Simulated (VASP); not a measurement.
# SnO (P4/nmm) in VASP: notebook

Runs on SnO. Level: LDA. Tasks: single point.

Program: VASP 6.6.1. These are calculated values, not measurements. Logs are shortened: lines on timing, memory, paths and dates and some standing lists are left out, and cuts for length are marked.

## (1) The cell of the first run

The structure is tetragonal, space group P4/nmm (No. 129). Conventional cell: a = 3.822 Å, b = 3.822 Å, c = 4.773 Å, α = 90.00°, β = 90.00°, γ = 90.00°. Sn (site symmetry 4mm) has 4 O at 2.24 Å within 3.0 Å. O (site symmetry -4m2) has 4 Sn at 2.24 Å and 4 O at 2.70 Å within 3.0 Å.

## (2) Single point, LDA

The input, INCAR:

```
SYSTEM = SnO
PREC = Accurate
ENCUT = 520
EDIFF = 1E-6
ISMEAR = 0
SIGMA = 0.15
LREAL = .False.
LASPH = .True.
NELM = 60
ALGO = Normal
ISIF = 2
LWAVE = .False.
LCHARG = .False.
NBANDS = 28
```

The input, KPOINTS:

```
Automatic mesh
0
Gamma
  10 10 8
  0 0 0
```

The input, POSCAR:

```
SnO
1.0
    3.8222000000      0.0000000000      0.0000000000
    0.0000000000      3.8222000000      0.0000000000
    0.0000000000      0.0000000000      4.7726000000
Sn O
2 2
Direct
    0.0000000000      0.5000000000      0.2455950842
    0.5000000000      0.0000000000      0.7544049158
    0.0000000000      0.0000000000      0.0000000000
    0.5000000000      0.5000000000      0.0000000000
```

Potentials or basis: VASP PAW LDA potentials, release 64 (Sn_d, O).

Run with:

```bash
$ cat potpaw_LDA.64/Sn_d/POTCAR potpaw_LDA.64/O/POTCAR > POTCAR
$ mpirun -np 1 vasp_std > vasp.out
```

OUTCAR:

```text
SYSTEM = SnO
   PREC = Accurate
   ENCUT = 520
   EDIFF = 1E-6
   ISMEAR = 0
   LREAL = .False.
   LASPH = .True.
   NELM = 60
   ISIF = 2

 ion  position               nearest neighbor table
   1  0.000  0.500  0.246-   3 2.24   4 2.24   3 2.24   4 2.24   2 3.58   2 3.58   2 3.58   2 3.58
                             2 3.63   2 3.63   2 3.63   2 3.63
   2  0.500  0.000  0.754-   3 2.24   4 2.24   4 2.24   3 2.24   1 3.58   1 3.58   1 3.58   1 3.58
                             1 3.63   1 3.63   1 3.63   1 3.63
   3  0.000  0.000  0.000-   1 2.24   2 2.24   1 2.24   2 2.24
   4  0.500  0.500  0.000-   1 2.24   2 2.24   2 2.24   1 2.24

  LATTYP: Found a simple tetragonal cell.
 ALAT       =     3.8222000000
 C/A-ratio  =     1.2486526084

  Lattice vectors:

 A1 = (   3.8222000000,   0.0000000000,   0.0000000000)
 A2 = (   0.0000000000,   3.8222000000,   0.0000000000)
 A3 = (   0.0000000000,   0.0000000000,   4.7726000000)

Analysis of symmetry for initial positions (statically):
=====================================================================
 Subroutine PRICEL returns:
 Original cell was already a primitive cell.

 Routine SETGRP: Setting up the symmetry group for a
 simple tetragonal supercell.

 Subroutine GETGRP returns: Found 16 space group operations
 (whereof  8 operations were pure point group operations)
 out of a pool of 16 trial point group operations.

The static configuration has the point symmetry D_2d.
 The point group associated with its full space group is D_4h.

Analysis of symmetry for dynamics (positions and initial velocities):
=====================================================================
 Subroutine PRICEL returns:
 Original cell was already a primitive cell.

 Routine SETGRP: Setting up the symmetry group for a
 simple tetragonal supercell.

 Subroutine GETGRP returns: Found 16 space group operations
 (whereof  8 operations were pure point group operations)
 out of a pool of 16 trial point group operations.

The dynamic configuration has the point symmetry D_2d.
 The point group associated with its full space group is D_4h.

 Subroutine INISYM returns: Found 16 space group operations
 (whereof  8 operations are pure point group operations),
 and found     1 'primitive' translations

----------------------------------------------------------------------------------------

                                     Primitive cell

  volume of cell :      69.7239

  direct lattice vectors                    reciprocal lattice vectors
     3.822200000  0.000000000  0.000000000     0.261629428  0.000000000  0.000000000
     0.000000000  3.822200000  0.000000000     0.000000000  0.261629428  0.000000000
     0.000000000  0.000000000  4.772600000     0.000000000  0.000000000  0.209529397

  length of vectors
     3.822200000  3.822200000  4.772600000     0.261629428  0.261629428  0.209529397

  position of ions in fractional coordinates (direct lattice)
     0.000000000  0.500000000  0.245595084
     0.500000000  0.000000000  0.754404916
     0.000000000  0.000000000  0.000000000
     0.500000000  0.500000000  0.000000000

  ion indices of the primitive-cell ions
   primitive index   ion index
                 1           1
                 2           2
                 3           3
                 4           4

----------------------------------------------------------------------------------------

 KPOINTS: Automatic mesh

Automatic generation of k-mesh.
 Grid dimensions read from file:
 generate k-points for:   10   10    8

 Generating k-lattice:

  Cartesian coordinates                     Fractional coordinates (reciprocal lattice)
     0.026162943  0.000000000  0.000000000     0.100000000  0.000000000  0.000000000
     0.000000000  0.026162943  0.000000000     0.000000000  0.100000000  0.000000000
     0.000000000  0.000000000  0.026191175     0.000000000  0.000000000  0.125000000

  Length of vectors
     0.026162943  0.026162943  0.026191175

  Shift w.r.t. Gamma in fractional coordinates (k-lattice)
     0.000000000  0.000000000  0.000000000

 Subroutine IBZKPT returns following result:
 ===========================================

 Found    105 irreducible k-points:

 Following reciprocal coordinates:
            Coordinates               Weight
  0.000000  0.000000  0.000000      1.000000
  0.100000  0.000000  0.000000      4.000000
  0.200000  0.000000  0.000000      4.000000
  0.300000  0.000000  0.000000      4.000000
  0.400000  0.000000  0.000000      4.000000
  0.500000  0.000000  0.000000      2.000000
[... 16 lines left out ...]
  0.100000  0.000000  0.125000      8.000000
  0.200000  0.000000  0.125000      8.000000
 [... further k-points ...]
   k-points           NKPTS =    105   k-points in BZ     NKDIM =    105   number of bands    NBANDS=     28
   number of dos      NEDOS =    301   number of ions     NIONS =      4
   total plane-waves  NPLWV =  28224
   dimension x,y,z NGX =    28 NGY =   28 NGZ =   36
   dimension x,y,z NGXF=    56 NGYF=   56 NGZF=   72
   ions per type =               2   2
   NGX,Y,Z   is equivalent  to a cutoff of  12.18, 12.18, 12.54 a.u.
   NGXF,Y,Z  is equivalent  to a cutoff of  24.36, 24.36, 25.08 a.u.
 SYSTEM =  SnO
   PREC   = accura    normal or accurate (medium, high low for compatibility)
   ISTART =      0    job   : 0-new  1-cont  2-samecut
   ICHARG =      2    charge: 1-file 2-atom 10-const
   ISPIN  =      1    spin polarized calculation?
   LNONCOLLINEAR =      F non collinear calculations
   LSORBIT =      F    spin-orbit coupling
   LASPH  =      T    aspherical Exc in radial PAW
   ENCUT  =  520.0 eV  38.22 Ry    6.18 a.u.   7.11  7.11  8.87*2*pi/ulx,y,z
   NELM   =     60;   NELMIN=  2; NELMDL= -5     # of ELM steps
   EDIFF  = 0.1E-05   stopping-criterion for ELM
   LREAL  =      F    real-space projection
   EDIFFG = 0.1E-04   stopping-criterion for IOM
   NSW    =      0    number of steps for IOM
   IBRION =     -1    ionic relax: 0-MD 1-quasi-New 2-CG
   NFREE  =      0    steps in history (QN), initial steepest desc. (CG)
   ISIF   =      2    stress and relaxation
   ISYM   =      2    0-nonsym 1-usesym 2-fastsym
   POTIM  = 0.5000    time-step for ionic-motion
   TEBEG  =    0.0;   TEEND  =   0.0 temperature during run
   PSTRESS=    0.0 pullay stress
   NELECT =      40.0000    total number of electrons
   NUPDOWN=      -1.0000    fix difference up-down
   EMIN   =  10.00;   EMAX   =-10.00  energy-range for DOS
   EFERMI =   0.00;   METHOD = LEGACY
   ISMEAR =     0;   SIGMA  =   0.15  broadening in eV -4-tet -1-fermi 0-gaus
   EFERMI_NEDOS =   21; number of points for ismear=-14 and -15
   IALGO  =     38    algorithm
   IMIX   =      4    mixing-type and parameters
     AMIX     =   0.40;   BMIX     =  1.00
     AMIX_MAG =   1.60;   BMIX_MAG =  1.00
  volume/ion in A,a.u.               =      17.43       117.63
  Fermi-wavevector in a.u.,A,eV,Ry     =   1.360298  2.570591 25.176383  1.850412
  Thomas-Fermi vector in A             =   2.486973
   LORBIT       =      0    0 simple, 1 ext, 2 COOP (PROOUT), +10 PAW based schemes
   GGA     = CA    functional components
   LHFCALC =     F    Hartree Fock is set to
   AEXX    =    0.0000 exact exchange contribution
   IVDW    =     0    specifies the selected vdW correction
   LEPSILON=     F    determine dielectric tensor
   LRPA    =     F    only Hartree local field effects (RPA)
 non-spin polarized calculation
 Gauss-broadening in eV      SIGMA  =   0.15
  energy-cutoff  :      520.00
  volume of cell :       69.72
 maximum number of plane-waves:      1896
   NGX = 15   NGY = 15   NGZ = 17

 number of electron      39.9999985 magnetization

 Free energy of the ion-electron system (eV)
  ---------------------------------------------------
  ext. energy  EPLUGINS =         0.00000000
  ---------------------------------------------------
  free energy    TOTEN  =       -25.68555296 eV

  energy without entropy =      -25.68412233  energy(sigma->0) =      -25.68483765

 E-fermi :   6.8996     XC(G=0): -10.7168

 val. band max:        6.8155975499   @ k =   0.1000   0.0000   0.0000
 cond. band min:       7.0064320797   @ k =   0.5000   0.5000   0.1250
 fundamental gap:      0.1908345298
 Fermi energy:         6.8996123037

 k-point     1 :       0.0000    0.0000    0.0000
  band No.  band energies     occupation
      1     -14.9470      2.00000
      2     -14.5770      2.00000
      3     -14.5770      2.00000
      4     -14.5689      2.00000
      5     -14.5294      2.00000
      6     -14.5244      2.00000
[... 20 lines left out ...]
     27      13.4401      0.00000
     28      13.8712      0.00000

 k-point     2 :       0.1000    0.0000    0.0000
  band No.  band energies     occupation
      1     -14.9413      2.00000
      2     -14.5753      2.00000
      3     -14.5740      2.00000
      4     -14.5670      2.00000
      5     -14.5298      2.00000
      6     -14.5207      2.00000
[... 20 lines left out ...]
     27      13.5894      0.00000
     28      14.6489      0.00000

 k-point     3 :       0.2000    0.0000    0.0000
  band No.  band energies     occupation
      1     -14.9253      2.00000
      2     -14.5895      2.00000
      3     -14.5701      2.00000
      4     -14.5657      2.00000
      5     -14.5349      2.00000
      6     -14.5307      2.00000
[... 20 lines left out ...]
     27      13.7695      0.00000
     28      16.2156      0.00000

 k-point     4 :       0.3000    0.0000    0.0000
  band No.  band energies     occupation
      1     -14.9003      2.00000
      2     -14.6706      2.00000
      3     -14.5612      2.00000
      4     -14.5535      2.00000
      5     -14.5349      2.00000
      6     -14.5312      2.00000
[... 578 lines left out ...]
     27      13.4239      0.00000
     28      13.9960      0.00000

 k-point    23 :       0.1000    0.0000    0.1250
  band No.  band energies     occupation
      1     -14.9385      2.00000
      2     -14.5753      2.00000
      3     -14.5712      2.00000
      4     -14.5668      2.00000
      5     -14.5269      2.00000
      6     -14.5183      2.00000
[... 20 lines left out ...]
     27      13.6320      0.00000
     28      14.7207      0.00000

 k-point    24 :       0.2000    0.0000    0.1250
  band No.  band energies     occupation
      1     -14.9235      2.00000
      2     -14.5992      2.00000
      3     -14.5665      2.00000
      4     -14.5616      2.00000
      5     -14.5366      2.00000
      6     -14.5260      2.00000
[... 20 lines left out ...]
     27      13.9245      0.00000
     28      16.2044      0.00000

 [... further k-points ...]

------------------------ aborting loop because EDIFF is reached ----------------------------------------

  FORCE on cell =-STRESS in cart. coord.  units (eV):
  Direction    XX          YY          ZZ          XY          YZ          ZX
  --------------------------------------------------------------------------------------
  -------------------------------------------------------------------------------------
  Total       -2.0688159     -2.0688159     -1.9284812      0.0000000     -0.0000000      0.0000000
  in kB      -47.5390584    -47.5390584    -44.3143248      0.0000000     -0.0000000      0.0000000
  external PRESSURE =     -46.4641472 kB  Pullay stress =       0.0000000 kB

 VOLUME and BASIS-vectors are now :
 -----------------------------------------------------------------------------
  energy-cutoff  :      520.00
  volume of cell :       69.72
      direct lattice vectors                 reciprocal lattice vectors
     3.822200000  0.000000000  0.000000000     0.261629428  0.000000000  0.000000000
     0.000000000  3.822200000  0.000000000     0.000000000  0.261629428  0.000000000
     0.000000000  0.000000000  4.772600000     0.000000000  0.000000000  0.209529397

 POSITION                                       TOTAL-FORCE (eV/Angst)
 -----------------------------------------------------------------------------------
      0.00000      1.91110      1.17213        -0.000000     -0.000000     -0.636436
      1.91110      0.00000      3.60047         0.000000     -0.000000      0.636436
      0.00000      0.00000      0.00000        -0.000000     -0.000000     -0.000000
      1.91110      1.91110      0.00000        -0.000000      0.000000     -0.000000
 -----------------------------------------------------------------------------------
    total drift:                                0.000000      0.000000      0.000000

  FREE ENERGIE OF THE ION-ELECTRON SYSTEM (eV)
  ---------------------------------------------------
  free  energy   TOTEN  =       -25.6855529626 eV

  energy  without entropy=      -25.6841223280  energy(sigma->0) =      -25.68483765
```

Run time: 2.4 min. Hardware: 1 thread of Intel Xeon Platinum 8259CL at 2.50GHz (Skylake/Cascade Lake), shared host; peak memory 0.27 GiB.

Results:

```
Free energy            : -25.6856 eV
Pressure               : -4.6 GPa
Largest force          : 0.636 eV/Å
Band gap on the k mesh : zero (bands 20 and 21 overlap by 0.06 eV)
```

Forces in eV/Å, atoms in the order of the input:
```
Sn   0.000  0.000 -0.636
Sn   0.000  0.000  0.636
O    0.000  0.000  0.000
O    0.000  0.000  0.000
```

Stress tensor (GPa, compression positive):
```
-4.75  0.00  0.00
 0.00 -4.75  0.00
 0.00  0.00 -4.43
```

Caveat: the cell stands under tension; semilocal functionals underestimate gaps, so a narrow gap can read as zero; spin-orbit coupling is left out, which moves the levels of the heavy elements.

## (3) Single point, LDA

This run uses another cell than the first one, of 17.86 Å³/atom.

The input, INCAR:

```
SYSTEM = SnO
ALGO     = Normal         ! electronic algorithm
EDIFF    = 1E-6           ! SCF threshold, eV
ENCUT    = 520            ! plane-wave cutoff, eV
ISIF     = 2              ! what is computed and relaxed
ISMEAR   = 0              ! smearing method
LASPH    = .True.         ! aspherical terms in the spheres
LCHARG   = .False.        ! write CHGCAR
LREAL    = .False.        ! projectors in reciprocal space
LWAVE    = .False.        ! write WAVECAR
NBANDS   = 28             ! bands
NELM     = 80             ! most SCF steps
PREC     = Accurate       ! precision mode
SIGMA    = 0.15           ! smearing width, eV
```

The input, KPOINTS:

```
k-points
0
Gamma
  10 10 8
  0 0 0
```

Changes to POSCAR since step 2:

```diff
@@ -4,3 +4,3 @@
     0.0000000000      3.8222000000      0.0000000000
-    0.0000000000      0.0000000000      4.7726000000
+    0.0000000000      0.0000000000      4.8890000000
 Sn O
```

Potentials or basis: VASP PAW LDA potentials, release 64 (Sn_d, O).

Run with:

```bash
$ cat potpaw_LDA.64/Sn_d/POTCAR potpaw_LDA.64/O/POTCAR > POTCAR
$ mpirun -np 1 vasp_std > vasp.out
```

Run time: 2.4 min. Hardware: 1 thread of Intel Xeon Platinum 8259CL at 2.50GHz (Skylake/Cascade Lake), shared host; peak memory 0.27 GiB.

It converged, with:

* Free energy: -25.6254 eV
* Pressure: -6.4 GPa
* Largest force: 1.072 eV/Å
* Band gap on the k mesh: zero (bands 20 and 21 overlap by 0.09 eV)

Forces on the atoms (eV/Å):
```
Sn   0.000  0.000 -1.072
Sn   0.000  0.000  1.072
O    0.000  0.000  0.000
O    0.000  0.000  0.000
```

Stress tensor (GPa, compression positive):
```
-5.92  0.00  0.00
 0.00 -5.92  0.00
 0.00  0.00 -7.20
```

Levels at points of the mesh, in eV from the Fermi level:
```
           k point  band 18  band 19  band 20  band 21  band 22  band 23
(0.00, 0.00, 0.00)    -2.87    -2.87    -0.05     2.05     4.37     4.38
(0.50, 0.00, 0.00)    -4.54    -2.78    -2.78     2.97     2.97     5.60
(0.50, 0.50, 0.00)    -2.23    -2.04    -2.04    -0.15    -0.15     4.18
(0.00, 0.00, 0.50)    -2.89    -2.89    -2.28     1.70     2.70     2.70
(0.50, 0.00, 0.50)    -4.50    -1.79    -1.79     2.42     2.42     5.13
(0.50, 0.50, 0.50)    -2.83    -2.23    -2.23     2.14     2.14     3.84
```

Caveat: the cell stands under tension; semilocal functionals underestimate gaps, so a narrow gap can read as zero; spin-orbit coupling is left out, which moves the levels of the heavy elements; forces of over 1 eV/Å act on the atoms, so gaps and moduli don't describe the material at rest.

## (4) Single point, LDA

This run uses another cell than the first one, of 17.95 Å³/atom.

The input, INCAR:

```
SYSTEM = SnO
ALGO = Normal ; EDIFF = 1E-6
ENCUT = 520 ; ISIF = 2
ISMEAR = 0 ; LASPH = .True.
LCHARG = .False. ; LREAL = .False.
LWAVE = .False. ; NBANDS = 28
NELM = 100 ; PREC = Accurate
SIGMA = 0.15
```

KPOINTS is that of step 3.

The input, POSCAR:

```
SnO
1.0
    3.8787000000      0.0000000000      0.0000000000
    0.0000000000      3.8787000000      0.0000000000
    0.0000000000      0.0000000000      4.7726000000
Sn O
2 2
Direct
    0.0000000000      0.5000000000      0.2455950842
    0.5000000000      0.0000000000      0.7544049158
    0.0000000000      0.0000000000      0.0000000000
    0.5000000000      0.5000000000      0.0000000000
```

Run with:

```bash
$ cat potpaw_LDA.64/Sn_d/POTCAR potpaw_LDA.64/O/POTCAR > POTCAR
$ mpirun -np 1 vasp_std > vasp.out
```

Wall time 2.9 min (1 thread of Intel Xeon Platinum 8259CL at 2.50GHz (Skylake/Cascade Lake), shared host); peak memory 0.27 GiB.

The run converged. Its results:

- Free energy: -25.6055 eV
- Pressure: -7.2 GPa
- Largest force: 0.908 eV/Å

Forces in eV/Å, atoms in the order of the input:
```
Sn   0.000  0.000 -0.908
Sn   0.000  0.000  0.908
O    0.000  0.000  0.000
O    0.000  0.000  0.000
```

Stress tensor (GPa, compression positive):
```
-7.81  0.00  0.00
 0.00 -7.81  0.00
 0.00  0.00 -5.86
```

Levels at points of the mesh, in eV from the Fermi level:
```
           k point  band 17  band 18  band 19  band 20  band 21  band 22  band 23  band 24
(0.00, 0.00, 0.00)    -3.17    -2.89    -2.89    -0.15     2.00     4.38     4.38     4.55
(0.50, 0.00, 0.00)    -4.50    -4.50    -2.58    -2.58     3.13     3.13     5.57     5.57
(0.50, 0.50, 0.00)    -2.24    -2.24    -1.87    -1.87    -0.02    -0.02     4.43     4.43
(0.00, 0.00, 0.50)    -3.14    -2.91    -2.91    -1.93     1.50     2.68     2.68     3.40
(0.50, 0.00, 0.50)    -4.45    -4.45    -1.61    -1.61     2.60     2.60     5.06     5.06
(0.50, 0.50, 0.50)    -2.76    -2.76    -2.24    -2.24     2.34     2.34     4.08     4.08
```

Caveat: the cell stands under tension; spin-orbit coupling is left out, which moves the levels of the heavy elements.

(Continued in part 2 of 2.)
